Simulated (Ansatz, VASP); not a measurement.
# One calculation of Zr, two programs

Contents of POSCAR:

```
Zr
1.0
    3.2745311931      0.0000000000      0.0000000000
   -1.6372655966      2.8358271987      0.0000000000
    0.0000000000      0.0000000000      5.2147314515
Zr
2
Direct
    0.6666666667      0.3333333333      0.7500000000
    0.3333333333      0.6666666667      0.2500000000
```

File INCAR.step1:

```
PREC = Accurate
ENCUT = 520
EDIFF = 1E-5
ISMEAR = -1
SIGMA = 0.05
LREAL = F
LASPH = T
NELM = 80
ALGO = Normal
ISIF = 2
LWAVE = T
NBANDS = 19
GGA = PE
```

INCAR.step2

```
PREC = Accurate
ENCUT = 520
EDIFF = 1E-6
ISMEAR = -1
SIGMA = 0.05
LREAL = F
LASPH = T
NELM = 80
ALGO = Normal
ISIF = 2
LWAVE = F
LCHARG = T
GGA = PE
LHFCALC = T
AEXX = 0.25
HFSCREEN = 0.3
PRECFOCK = Normal
LELF = T
LVHAR = T
NBANDS = 19
ISTART = 1
```

The input KPOINTS:

```
Automatic mesh
0
Gamma
  5 5 3
```

Contents of input.yaml:

```yaml
crystal:
  lattice:
    - [3.2745311931, 0.0, 0.0]
    - [-1.6372655966, 2.8358271987, 0.0]
    - [0.0, 0.0, 5.2147314515]
  atoms:
    - { symbol: Zr, position: [0.6666666667, 0.3333333333, 0.75] }
    - { symbol: Zr, position: [0.3333333333, 0.6666666667, 0.25] }
hamiltonian:
  xc: { exchange: pbe, correlation: pbe, exx: { coeff: 0.25, omega: 0.3 } }
  pseudopotentials: { kind: paw }
kpoints:
  mp_grid: { grid: [5, 5, 3] }
scf:
  occupations: { method: fermi_dirac, width: 0.05 }
output:
  forces: true
  stress: true
  eigenvalues: true
```

Alike in both runs: task single point; functional PBE-based screened hybrid; k mesh 5 × 5 × 3; occupations fermi-dirac, width 0.05 eV; no spin polarisation.

```csv
,VASP,Ansatz
version,VASP 6.6.1,Ansatz 0.2.0
potentials or method,"VASP PAW PBE potentials, release 64 (Zr_sv)",Ansatz PAW
plane-wave cutoff (eV),520,420
valence electrons in the cell,24,24
```

|  | VASP | Ansatz | Ansatz less VASP |
| --- | --- | --- | --- |
| gap on the k mesh at the Fermi level (eV) | none | none | - |
| pressure (GPa) | -3.2 | -3.2 | 0.00 |
| traceless stress, the component that is largest in VASP (GPa) | -1.77 | -1.77 | -0.004 |

VASP's potentials were made for PBE, not for PBE-based screened hybrid. A gap of «none» marks a metal or a gap that the smearing closes. The functional is the same, so the differences come from potentials, cutoffs and numerics.

The k mesh is coarse, so the values compare programs but aren't converged.
